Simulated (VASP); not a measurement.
# CsH (P4mm) in VASP: further runs, part 3 of 3

VASP 6.6.1. Earlier steps stand in the parts before.

## Step 5: Single point, LDA (all H atoms moved +0.125 Å, as atom 2 along Cartesian [0 0 1])

Input file INCAR:

```
PREC = Accurate
ENCUT = 520
EDIFF = 1E-7
ISMEAR = 0
SIGMA = 0.05
LREAL = False
LASPH = True
NELM = 80
ALGO = Normal
ISIF = 2
LWAVE = False
LCHARG = False
NBANDS = 12
```

Input file KPOINTS:

```
regular mesh
0
Gamma
  8 8 8
```

Input file POSCAR:

```
CsH
1.0
    3.8184085400      0.0000000000      0.0000000000
    0.0000000000      3.8184085400      0.0000000000
    0.0000000000      0.0000000000      3.8184085400
Cs H
1 1
Direct
    0.0000000000      0.0000000000      0.0000000000
    0.5000000000      0.5000000000      0.5327361514
```

Potentials or basis: VASP PAW LDA potentials, release 64 (Cs_sv, H).

Run with:

```bash
$ cat potpaw_LDA.64/Cs_sv/POTCAR potpaw_LDA.64/H/POTCAR > POTCAR
$ mpirun -np 1 vasp_std > vasp.out
```

OUTCAR:

```text
PREC = Accurate
   ENCUT = 520
   EDIFF = 1E-7
   ISMEAR = 0
   LREAL = False
   LASPH = True
   NELM = 80
   ISIF = 2

 ion  position               nearest neighbor table
   1  0.000  0.000  0.000-
   2  0.500  0.500  0.533-

  LATTYP: Found a simple cubic cell.
 ALAT       =     3.8184085400

  Lattice vectors:

 A1 = (   3.8184085400,   0.0000000000,   0.0000000000)
 A2 = (   0.0000000000,   3.8184085400,   0.0000000000)
 A3 = (   0.0000000000,   0.0000000000,   3.8184085400)

Analysis of symmetry for initial positions (statically):
=====================================================================
 Subroutine PRICEL returns:
 Original cell was already a primitive cell.

 Routine SETGRP: Setting up the symmetry group for a
 simple cubic supercell.

 Subroutine GETGRP returns: Found  8 space group operations
 (whereof  8 operations were pure point group operations)
 out of a pool of 48 trial point group operations.

The static configuration has the point symmetry C_4v.

Analysis of symmetry for dynamics (positions and initial velocities):
=====================================================================
 Subroutine PRICEL returns:
 Original cell was already a primitive cell.

 Routine SETGRP: Setting up the symmetry group for a
 simple cubic supercell.

 Subroutine GETGRP returns: Found  8 space group operations
 (whereof  8 operations were pure point group operations)
 out of a pool of 48 trial point group operations.

The dynamic configuration has the point symmetry C_4v.

 Subroutine INISYM returns: Found  8 space group operations
 (whereof  8 operations are pure point group operations),
 and found     1 'primitive' translations

----------------------------------------------------------------------------------------

                                     Primitive cell

  volume of cell :      55.6733

  direct lattice vectors                    reciprocal lattice vectors
     3.818408540  0.000000000  0.000000000     0.261889211  0.000000000  0.000000000
     0.000000000  3.818408540  0.000000000     0.000000000  0.261889211  0.000000000
     0.000000000  0.000000000  3.818408540     0.000000000  0.000000000  0.261889211

  length of vectors
     3.818408540  3.818408540  3.818408540     0.261889211  0.261889211  0.261889211

  position of ions in fractional coordinates (direct lattice)
     0.000000000  0.000000000  0.000000000
     0.500000000  0.500000000  0.532736151

  ion indices of the primitive-cell ions
   primitive index   ion index
                 1           1
                 2           2

----------------------------------------------------------------------------------------

 KPOINTS: regular mesh

Automatic generation of k-mesh.
 Grid dimensions read from file:
 generate k-points for:    8    8    8

 Generating k-lattice:

  Cartesian coordinates                     Fractional coordinates (reciprocal lattice)
     0.032736151  0.000000000  0.000000000     0.125000000  0.000000000  0.000000000
     0.000000000  0.032736151  0.000000000     0.000000000  0.125000000  0.000000000
     0.000000000  0.000000000  0.032736151     0.000000000  0.000000000  0.125000000

  Length of vectors
     0.032736151  0.032736151  0.032736151

  Shift w.r.t. Gamma in fractional coordinates (k-lattice)
     0.000000000  0.000000000  0.000000000

 Subroutine IBZKPT returns following result:
 ===========================================

 Found     75 irreducible k-points:

 Following reciprocal coordinates:
            Coordinates               Weight
  0.000000  0.000000  0.000000      1.000000
  0.125000  0.000000  0.000000      4.000000
  0.000000  0.000000  0.125000      2.000000
  0.250000  0.000000  0.000000      4.000000
  0.000000  0.000000  0.250000      2.000000
  0.375000  0.000000  0.000000      4.000000
[... 16 lines left out ...]
  0.375000  0.250000  0.000000      8.000000
  0.000000  0.375000  0.250000      8.000000
 [... further k-points ...]
   k-points           NKPTS =     75   k-points in BZ     NKDIM =     75   number of bands    NBANDS=     12
   number of dos      NEDOS =    301   number of ions     NIONS =      2
   total plane-waves  NPLWV =  21952
   dimension x,y,z NGX =    28 NGY =   28 NGZ =   28
   dimension x,y,z NGXF=    56 NGYF=   56 NGZF=   56
   ions per type =               1   1
   NGX,Y,Z   is equivalent  to a cutoff of  12.19, 12.19, 12.19 a.u.
   NGXF,Y,Z  is equivalent  to a cutoff of  24.38, 24.38, 24.38 a.u.
 SYSTEM =  unknown system
   PREC   = accura    normal or accurate (medium, high low for compatibility)
   ISTART =      0    job   : 0-new  1-cont  2-samecut
   ICHARG =      2    charge: 1-file 2-atom 10-const
   ISPIN  =      1    spin polarized calculation?
   LNONCOLLINEAR =      F non collinear calculations
   LSORBIT =      F    spin-orbit coupling
   LASPH  =      T    aspherical Exc in radial PAW
   ENCUT  =  520.0 eV  38.22 Ry    6.18 a.u.   7.10  7.10  7.10*2*pi/ulx,y,z
   NELM   =     80;   NELMIN=  2; NELMDL= -5     # of ELM steps
   EDIFF  = 0.1E-06   stopping-criterion for ELM
   LREAL  =      F    real-space projection
   EDIFFG = 0.1E-05   stopping-criterion for IOM
   NSW    =      0    number of steps for IOM
   IBRION =     -1    ionic relax: 0-MD 1-quasi-New 2-CG
   NFREE  =      0    steps in history (QN), initial steepest desc. (CG)
   ISIF   =      2    stress and relaxation
   ISYM   =      2    0-nonsym 1-usesym 2-fastsym
   POTIM  = 0.5000    time-step for ionic-motion
   TEBEG  =    0.0;   TEEND  =   0.0 temperature during run
   PSTRESS=    0.0 pullay stress
   NELECT =      10.0000    total number of electrons
   NUPDOWN=      -1.0000    fix difference up-down
   EMIN   =  10.00;   EMAX   =-10.00  energy-range for DOS
   EFERMI =   0.00;   METHOD = LEGACY
   ISMEAR =     0;   SIGMA  =   0.05  broadening in eV -4-tet -1-fermi 0-gaus
   EFERMI_NEDOS =   21; number of points for ismear=-14 and -15
   IALGO  =     38    algorithm
   IMIX   =      4    mixing-type and parameters
     AMIX     =   0.40;   BMIX     =  1.00
     AMIX_MAG =   1.60;   BMIX_MAG =  1.00
  volume/ion in A,a.u.               =      27.84       187.85
  Fermi-wavevector in a.u.,A,eV,Ry     =   0.923689  1.745519 11.608509  0.853201
  Thomas-Fermi vector in A             =   2.049353
   LORBIT       =      0    0 simple, 1 ext, 2 COOP (PROOUT), +10 PAW based schemes
   GGA     = CA    functional components
   LHFCALC =     F    Hartree Fock is set to
   AEXX    =    0.0000 exact exchange contribution
   IVDW    =     0    specifies the selected vdW correction
   LEPSILON=     F    determine dielectric tensor
   LRPA    =     F    only Hartree local field effects (RPA)
 non-spin polarized calculation
 Gauss-broadening in eV      SIGMA  =   0.05
  energy-cutoff  :      520.00
  volume of cell :       55.67
 maximum number of plane-waves:      1516
   NGX = 15   NGY = 15   NGZ = 15

 number of electron      10.0000001 magnetization

 Free energy of the ion-electron system (eV)
  ---------------------------------------------------
  ext. energy  EPLUGINS =         0.00000000
  ---------------------------------------------------
  free energy    TOTEN  =        -4.90315821 eV

  energy without entropy =       -4.90315821  energy(sigma->0) =       -4.90315821

 E-fermi :   0.8864     XC(G=0):  -8.1887

 val. band max:        0.6443175463   @ k =   0.5000   0.5000   0.5000
 cond. band min:       2.9416127589   @ k =   0.5000   0.0000   0.0000
 fundamental gap:      2.2972952126
 Fermi energy:         0.8863801707

 k-point     1 :       0.0000    0.0000    0.0000
  band No.  band energies     occupation
      1     -21.2025      2.00000
      2      -7.2653      2.00000
      3      -7.2618      2.00000
      4      -7.2618      2.00000
      5      -1.4643      2.00000
      6       3.7200      0.00000
      7       3.7260      0.00000
      8       7.5954      0.00000
      9       9.9433      0.00000
     10       9.9433      0.00000
     11       9.9492      0.00000
     12      10.7875      0.00000
[... 331 lines left out ...]
 k-point    24 :       0.0000    0.3750    0.2500
  band No.  band energies     occupation
      1     -20.9916      2.00000
      2      -8.4911      2.00000
      3      -7.9054      2.00000
      4      -7.0520      2.00000
      5      -0.1466      2.00000
      6       3.9132      0.00000
      7       5.9027      0.00000
      8       6.2751      0.00000
      9       7.1790      0.00000
     10       8.4249      0.00000
     11       8.6889      0.00000
     12      10.5093      0.00000

 [... further k-points ...]

------------------------ aborting loop because EDIFF is reached ----------------------------------------

  FORCE on cell =-STRESS in cart. coord.  units (eV):
  Direction    XX          YY          ZZ          XY          YZ          ZX
  --------------------------------------------------------------------------------------
  -------------------------------------------------------------------------------------
  Total       -0.6454354     -0.6454354     -0.6369767      0.0000000      0.0000000     -0.0000000
  in kB      -18.5744604    -18.5744604    -18.3310340      0.0000000      0.0000000     -0.0000000
  external PRESSURE =     -18.4933183 kB  Pullay stress =       0.0000000 kB

 VOLUME and BASIS-vectors are now :
 -----------------------------------------------------------------------------
  energy-cutoff  :      520.00
  volume of cell :       55.67
      direct lattice vectors                 reciprocal lattice vectors
     3.818408540  0.000000000  0.000000000     0.261889211  0.000000000  0.000000000
     0.000000000  3.818408540  0.000000000     0.000000000  0.261889211  0.000000000
     0.000000000  0.000000000  3.818408540     0.000000000  0.000000000  0.261889211

 POSITION                                       TOTAL-FORCE (eV/Angst)
 -----------------------------------------------------------------------------------
      0.00000      0.00000      0.00000         0.000000      0.000000      0.037904
      1.90920      1.90920      2.03420         0.000000     -0.000000     -0.037904
 -----------------------------------------------------------------------------------
    total drift:                                0.000000     -0.000000     -0.000043

  FREE ENERGIE OF THE ION-ELECTRON SYSTEM (eV)
  ---------------------------------------------------
  free  energy   TOTEN  =        -4.9031582084 eV

  energy  without entropy=       -4.9031582084  energy(sigma->0) =       -4.90315821
```

stdout:

```text
POSCAR found type information on POSCAR CsH
 POSCAR found :  2 types and       2 ions
 scaLAPACK will be used
 LDA part: xc-table for (Slater(with rela. corr.)+CA(PZ))
 , standard interpolation
 POSCAR, INCAR and KPOINTS ok, starting setup
 FFT: planning ... GRIDC
 FFT: planning ... GRID_SOFT
 FFT: planning ... GRID
 WAVECAR not read
 entering main loop
```

Run time: 24 s. Hardware: 1 thread of AMD EPYC 9R45 (Zen 5), shared host; peak memory 0.14 GiB.

What came out:

- Free energy: -4.9032 eV
- Pressure: -1.8 GPa
- Largest force: 0.038 eV/Å
- Band gap on the k mesh: 2.30 eV, indirect (least direct gap 2.47 eV)

Forces on the atoms (eV/Å):
```
Cs   0.000  0.000  0.038
H    0.000  0.000 -0.038
```

Levels at points of the mesh, in eV from the valence-band top:
```csv
k point,band 3,band 4,band 5,band 6,band 7,band 8
"(0.00, 0.00, 0.00)",-7.91,-7.91,-2.11,3.08,3.08,6.95
"(0.50, 0.00, 0.00)",-7.75,-7.75,-0.25,2.30,3.88,5.88
"(0.00, 0.00, 0.50)",-7.75,-7.75,-0.26,2.32,3.88,5.89
"(0.50, 0.50, 0.00)",-9.15,-7.60,-1.33,4.12,6.24,6.55
"(0.00, 0.50, 0.50)",-9.15,-7.60,-1.31,4.12,5.96,6.56
"(0.50, 0.50, 0.50)",-8.91,-8.91,0.00,2.47,2.47,2.51
```

Caveat: the cell differs from its parent crystal (all H atoms moved +0.125 Å, as atom 2 along Cartesian [0 0 1]); spin-orbit coupling is left out, which moves the levels of the heavy elements. A k mesh can miss the band edges.

## Step 6: Single point, LDA (all H atoms moved +0.438 Å, as atom 2 along Cartesian [0 0 1])

Input file INCAR:

```
SYSTEM = CsH
ALGO = Normal
EDIFF = 1E-6
ENCUT = 520
GGA = CA
ISIF = 2
ISMEAR = 0
LASPH = .TRUE.
LCHARG = .FALSE.
LREAL = .FALSE.
LWAVE = .FALSE.
NBANDS = 12
NELM = 80
PREC = Accurate
SIGMA = 0.05
```

Input file KPOINTS:

```
k-points
0
G
  8 8 8
  0 0 0
```

POSCAR, as its differences from that of step 5:

```diff
@@ -9,2 +9,2 @@
     0.0000000000      0.0000000000      0.0000000000
-    0.5000000000      0.5000000000      0.5327361514
+    0.5000000000      0.5000000000      0.6145765298
```

Potentials or basis: VASP PAW LDA potentials, release 64 (Cs_sv, H).

Run with:

```bash
$ cat potpaw_LDA.64/Cs_sv/POTCAR potpaw_LDA.64/H/POTCAR > POTCAR
$ mpirun -np 1 vasp_std > vasp.out
```

Run time: 23 s. Hardware: 1 thread of AMD EPYC 9R45 (Zen 5), shared host; peak memory 0.14 GiB.

The run converged. Its results:

```yaml
Free_energy: -4.8747 eV
Pressure: -1.4 GPa
Largest_force: 0.150 eV/Å
Band_gap_on_the_k_mesh: 2.52 eV, direct
```

Forces in eV/Å, atoms in the order of the input:
```
Cs   0.000  0.000  0.150
H    0.000  0.000 -0.150
```

Stress tensor (GPa, compression positive):
```
-1.45  0.00  0.00
 0.00 -1.45  0.00
 0.00  0.00 -1.24
```

Levels at points of the mesh, in eV from the valence-band top:
```tsv
k point	band 2	band 3	band 4	band 5	band 6	band 7	band 8	band 9
(0.00, 0.00, 0.00)	-7.70	-7.66	-7.66	-1.87	3.23	3.32	6.92	9.48
(0.50, 0.00, 0.00)	-9.24	-7.53	-7.50	0.00	2.52	4.08	6.03	6.10
(0.00, 0.00, 0.50)	-9.26	-7.50	-7.50	-0.19	2.73	4.12	6.11	6.11
(0.50, 0.50, 0.00)	-8.91	-8.91	-7.39	-1.20	4.31	6.72	6.77	6.77
(0.00, 0.50, 0.50)	-8.94	-8.92	-7.35	-1.00	4.33	5.28	6.82	7.01
(0.50, 0.50, 0.50)	-8.71	-8.67	-8.67	-0.05	2.70	2.70	3.12	11.45
```

Caveat: the cell differs from its parent crystal (all H atoms moved +0.438 Å, as atom 2 along Cartesian [0 0 1]); spin-orbit coupling is left out, which moves the levels of the heavy elements.
